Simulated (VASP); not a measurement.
Wanted: the native input for a VASP 6.6.1 run.

- Task: relaxation of shape and atoms at fixed volume
- Functional: PBEsol
- Potentials or basis: VASP PAW PBE potentials, release 64 (Pb_d, O)
- Cutoff: 600 eV
- k mesh: 8 × 8 × 10
- Occupations: gaussian, width 0.1 eV
- Spin: no spin polarisation
- Dipole correction: no
- Further INCAR settings: ALGO = Normal; EDIFF = 1e-06; IBRION = 2; EDIFFG = -0.01; NSW = 50; ISIF = 4

The structure of PbO2 lies in POSCAR:

```
PbO2
1.0
    4.7284147177      0.0000000000      0.0000000000
    0.0000000000      4.7284147177      0.0000000000
    0.0000000000      0.0000000000      3.3532721079
Pb O
2 4
Direct
    0.0000000000      0.0000000000      0.0000000000
    0.5000000000      0.5000000000      0.5000000000
    0.3071782221      0.3071782221      0.0000000000
    0.1928217779      0.8071782221      0.5000000000
    0.6928217779      0.6928217779      0.0000000000
    0.8071782221      0.1928217779      0.5000000000
```

One way to write it, as run:

INCAR

```
PREC = Accurate
ENCUT = 600
EDIFF = 1E-6
ISMEAR = 0
SIGMA = 0.1
LREAL = F
LASPH = T
NELM = 80
ALGO = Normal
ISIF = 4
LWAVE = F
LCHARG = F
GGA = PS
IBRION = 2
NSW = 50
EDIFFG = -0.01
```

KPOINTS

```
Automatic mesh
0
Gamma
  8 8 10
```

Potentials or basis: VASP PAW PBE potentials, release 64 (Pb_d, O).

The run is started by

```sh
$ cat potpaw_PBE.64/Pb_d/POTCAR potpaw_PBE.64/O/POTCAR > POTCAR
$ mpirun -np 1 vasp_std > vasp.out
```

It gave:

The energy gained by relaxing is 0.8 meV/atom. The ionic steps are 5, the pressure after relaxing is 22.8 GPa and the band gap on the k mesh is zero (bands 26 and 27 overlap by 0.11 eV).

Caveat: semilocal functionals underestimate gaps, and a narrow one can read as zero; the PAW data sets were made with another functional, which shifts forces and pressure a little; spin-orbit coupling is left out, which moves the levels of the heavy elements.

It took 6 min on 1 thread of Intel(R) Xeon(R) Platinum 8488C (Sapphire Rapids) (shared host), peak memory 0.35 GiB.
